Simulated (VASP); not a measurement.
Set up this calculation in VASP 6.6.1, as the native input.

```yaml
Task: relaxation of cell and atoms
Functional: r2SCAN
Potentials_or_basis: VASP PAW PBE potentials, release 64 (Hf_pv, O)
Cutoff: 600 eV
k_mesh: 8 × 8 × 8
Occupations: fermi-dirac, width 0.01 eV
Spin: no spin polarisation
Target_pressure: 2 GPa
Dipole_correction: no
Further_INCAR_settings: ALGO = Normal; EDIFF = 1e-06; IBRION = 2; EDIFFG = -0.05; NSW = 80; ISIF = 3
```

HfO2:

```xyz
3
Lattice="0.0000 2.5575 2.5575 2.5575 0.0000 2.5575 2.5575 2.5575 0.0000" Properties=species:S:1:pos:R:3 pbc="T T T"
Hf    0.0000    0.0000    0.0000
O     1.2788    1.2788    1.2788
O     3.8363    3.8363    3.8363
```

These files were run (other wordings do the same):

POSCAR

```
HfO2
1.0
    0.0000000000      2.5575000000      2.5575000000
    2.5575000000      0.0000000000      2.5575000000
    2.5575000000      2.5575000000      0.0000000000
Hf O
1 2
Direct
    0.0000000000      0.0000000000      0.0000000000
    0.2500000000      0.2500000000      0.2500000000
    0.7500000000      0.7500000000      0.7500000000
```

INCAR.step1

```
PREC     = Accurate       # precision mode
ENCUT    = 600            # plane-wave cutoff, eV
ISMEAR   = -1             # smearing method
SIGMA    = 0.01           # smearing width, eV
LREAL    = False          # projectors in reciprocal space
LASPH    = True           # aspherical terms in the spheres
NELM     = 60             # most SCF steps
GGA      = PE             # functional
ALGO     = Normal         # electronic algorithm
EDIFF    = 1E-4           # SCF threshold, eV
LWAVE    = True           # write WAVECAR
LCHARG   = False          # write CHGCAR
```

INCAR.step2

```
PREC     = Accurate       # precision mode
ENCUT    = 600            # plane-wave cutoff, eV
EDIFF    = 1E-6           # SCF threshold, eV
ISMEAR   = -1             # smearing method
SIGMA    = 0.01           # smearing width, eV
LREAL    = False          # projectors in reciprocal space
LASPH    = True           # aspherical terms in the spheres
NELM     = 60             # most SCF steps
ALGO     = Normal         # electronic algorithm
ISIF     = 3              # what is computed and relaxed
LWAVE    = False          # write WAVECAR
LCHARG   = False          # write CHGCAR
METAGGA  = R2SCAN         # meta-GGA
LMIXTAU  = True         
IBRION   = 2              # ionic algorithm
NSW      = 80             # ionic steps
EDIFFG   = -0.05          # ionic threshold
PSTRESS  = 20.0         
ISTART   = 1
```

KPOINTS

```
Automatic mesh
0
Gamma
  8 8 8
```

Potentials or basis: VASP PAW PBE potentials, release 64 (Hf_pv, O).

The run is started by

```console
$ cat potpaw_PBE.64/Hf_pv/POTCAR potpaw_PBE.64/O/POTCAR > POTCAR
$ cp INCAR.step1 INCAR
$ mpirun -np 1 vasp_std > vasp.out
$ cp INCAR.step2 INCAR
$ mpirun -np 1 vasp_std > vasp.out
```

Results of the run:

```yaml
Relaxed_volume: 10.56 Å³/atom
Relaxed_cell: a = 3.551 Å, b = 3.551 Å, c = 3.551 Å, α = 60.00°, β = 60.00°, γ = 60.00°
Space_group_after_relaxing_to_0.1_Å: Fm-3m (No. 225)
Energy_change_on_relaxing_the_run_minimises_the_enthalpy: -21.1 meV/atom
Ionic_steps: 3
Pressure_after_relaxing: 1.6 GPa
Band_gap_on_the_k_mesh: 4.38 eV
```

Caveat: the cell is relaxed towards a set pressure, so the run minimises the enthalpy, not the energy; the PAW data sets were made with another functional, which shifts forces and pressure a little; spin-orbit coupling is left out, which moves the levels of the heavy elements.

It took 3.2 min on 1 thread of Intel(R) Xeon(R) Platinum 8375C CPU @ 2.90GHz (Ice Lake), on a shared host, peak memory 0.18 GiB.
